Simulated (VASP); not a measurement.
Wanted: the native input for a VASP 6.6.1 run.

```yaml
Task: single point
Functional: PBE
Potentials_or_basis: VASP PAW PBE potentials, release 64 (C, O)
Cutoff: 520 eV
k_mesh: 4 × 4 × 4
Occupations: gaussian, width 0.05 eV
Spin: no spin polarisation
Dipole_correction: no
Further_INCAR_settings: ALGO = Normal; EDIFF = 1e-06; NBANDS = 44
```

The structure of CO2 lies in POSCAR:

```
CO2
1.0
    6.0577362522      0.0000000000     -0.6814953284
    0.0000000000      6.0577362522      0.0000000000
   -0.6814953284      0.0000000000      6.3000457023
C O
4 8
Direct
    0.0000000000      0.0000000000      0.0000000000
    0.5000000000      0.0000000000      0.5000000000
    0.5000000000      0.5000000000      0.0000000000
    0.0000000000      0.5000000000      0.5000000000
    0.1114834447      0.1114834447      0.1114834447
    0.3885165553      0.8885165553      0.6114834447
    0.6114834447      0.3885165553      0.8885165553
    0.8885165553      0.6114834447      0.3885165553
    0.8885165553      0.8885165553      0.8885165553
    0.6114834447      0.1114834447      0.3885165553
    0.3885165553      0.6114834447      0.1114834447
    0.1114834447      0.3885165553      0.6114834447
```

This cell differs from its parent crystal: engineering shear strain xz -0.2250, normal strain along z +0.0400.

These files were run (other wordings do the same):

INCAR

```
SYSTEM = CO2
PREC = Accurate
ENCUT = 520
EDIFF = 1E-6
ISMEAR = 0
SIGMA = 0.05
LREAL = .FALSE.
LASPH = .TRUE.
NELM = 80
ALGO = Normal
ISIF = 2
LWAVE = .FALSE.
LCHARG = .TRUE.
GGA = PE
LELF = .TRUE.
LVHAR = .TRUE.
NBANDS = 44
```

KPOINTS

```
Automatic mesh
0
G
  4 4 4
  0 0 0
```

Potentials or basis: VASP PAW PBE potentials, release 64 (C, O).

The run is started by

```sh
$ cat potpaw_PBE.64/C/POTCAR potpaw_PBE.64/O/POTCAR > POTCAR
$ mpirun -np 1 vasp_std > vasp.out
```

Results of the run:

- Pressure: 1.9 GPa
- Largest force: 10.305 eV/Å
- Band gap on the k mesh: 6.17 eV

Caveat: the cell differs from its parent crystal (engineering shear strain xz -0.2250, normal strain along z +0.0400); this functional lacks dispersion, which holds the molecules together, so the pressure and a relaxed volume are unreliable; forces of over 1 eV/Å act on the atoms, so gaps and moduli don't describe the material at rest.

Wall time 2.8 min on 1 thread of Intel(R) Xeon(R) 6975P-C (Granite Rapids), on a shared host, peak memory 0.44 GiB.
